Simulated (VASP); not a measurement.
A run of VASP 6.6.1 is set up as follows.

POSCAR

```
Mo3H
1.0
    2.7283492377      0.0000000000      0.0000000000
   -0.9094497459      2.5723123299      0.0000000000
    0.0000000000      0.0000000000     19.7934267932
Mo H
3 1
Direct
    0.5000000000      0.5000000000      0.2020872910
    0.0000000000      0.0000000000      0.3105456183
    0.5000000000      0.5000000000      0.4189990384
    0.8333333333      1.0000000000      0.4771970066
```

The input INCAR.step1:

```
SYSTEM = Mo3H
ALGO     = Normal         ! electronic algorithm
DIPOL    = 0.5 0.5 0.352
EDIFF    = 1E-4           ! SCF threshold, eV
ENCUT    = 520            ! plane-wave cutoff, eV
GGA      = PE             ! functional
IDIPOL   = 3            
ISMEAR   = 0              ! smearing method
LASPH    = .True.         ! aspherical terms in the spheres
LCHARG   = .False.        ! write CHGCAR
LDIPOL   = .True.       
LREAL    = .False.        ! projectors in reciprocal space
LWAVE    = .True.         ! write WAVECAR
NBANDS   = 30             ! bands
NELM     = 100            ! most SCF steps
PREC     = Accurate       ! precision mode
SIGMA    = 0.1            ! smearing width, eV
```

Contents of INCAR.step2:

```
SYSTEM = Mo3H
ALGO     = Normal         ! electronic algorithm
DIPOL    = 0.5 0.5 0.352
EDIFF    = 1E-6           ! SCF threshold, eV
ENCUT    = 520            ! plane-wave cutoff, eV
IDIPOL   = 3            
ISIF     = 2              ! what is computed and relaxed
ISMEAR   = 0              ! smearing method
ISTART   = 1            
LASPH    = .True.         ! aspherical terms in the spheres
LCHARG   = .False.        ! write CHGCAR
LDIPOL   = .True.       
LMIXTAU  = .True.       
LREAL    = .False.        ! projectors in reciprocal space
LWAVE    = .False.        ! write WAVECAR
METAGGA  = R2SCAN         ! meta-GGA
NBANDS   = 30             ! bands
NELM     = 100            ! most SCF steps
PREC     = Accurate       ! precision mode
SIGMA    = 0.1            ! smearing width, eV
```

Contents of KPOINTS:

```
k-points
0
Gamma
  10 10 1
  0 0 0
```

Potentials or basis: VASP PAW PBE potentials, release 64 (Mo_sv, H).

Run with:

```sh
$ cat potpaw_PBE.64/Mo_sv/POTCAR potpaw_PBE.64/H/POTCAR > POTCAR
$ cp INCAR.step1 INCAR
$ mpirun -np 1 vasp_std > vasp.out
$ cp INCAR.step2 INCAR
$ mpirun -np 1 vasp_std > vasp.out
```

(1) What does it give for the largest force?

(2) Predict the band gap on the k mesh.

Results:

(1) 1.249 eV/Å.

(2) zero (an odd number of electrons rules out a gap without spin polarisation).

Caveat: the PAW data sets were made with another functional, which shifts forces and pressure a little.
